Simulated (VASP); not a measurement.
A run of VASP 6.6.1 is set up as follows.

INCAR

```
SYSTEM = BN
ALGO = Normal ; EDIFF = 1E-6
EDIFFG = -0.01 ; ENCUT = 600
GGA = PS ; IBRION = 2
ISIF = 3 ; ISMEAR = 0
LASPH = .True. ; LCHARG = .False.
LREAL = .False. ; LWAVE = .False.
NELM = 100 ; NSW = 80
PREC = Accurate ; SIGMA = 0.01
```

KPOINTS

```
k-points
0
Gamma
  10 10 10
  0 0 0
```

File POSCAR:

```
BN
1.0
    0.0000000000      3.4953158300      2.1660912400
    1.2516321000      0.0000000000      2.1660912400
    1.2516321000      3.4953158300      0.0000000000
B N
1 1
Direct
    0.0000486500      0.0000486500      0.9999513500
    0.6666666667      0.6666666667      0.3333333333
```

Potentials or basis: VASP PAW PBE potentials, release 64 (B, N).

Run with:

```bash
$ cat potpaw_PBE.64/B/POTCAR potpaw_PBE.64/N/POTCAR > POTCAR
$ mpirun -np 1 vasp_std > vasp.out
```

Problem. Estimate the relaxed volume.

Solution. 9.50 Å³/atom.

Problem. What does it give for the band gap on the k mesh?

Solution. 3.79 eV, indirect (least direct gap 4.68 eV).

Problem. Estimate the relaxed cell.

Solution. a = 4.113 Å, b = 2.504 Å, c = 3.713 Å, α = 80.28°, β = 36.88°, γ = 62.84°.

Forces in eV/Å, atoms in the order of the input:
```
B    0.000  0.000 -0.005
N    0.000  0.000  0.005
```

Caveat: the PAW data sets were made with another functional, which shifts forces and pressure a little. A k mesh can miss the band edges.
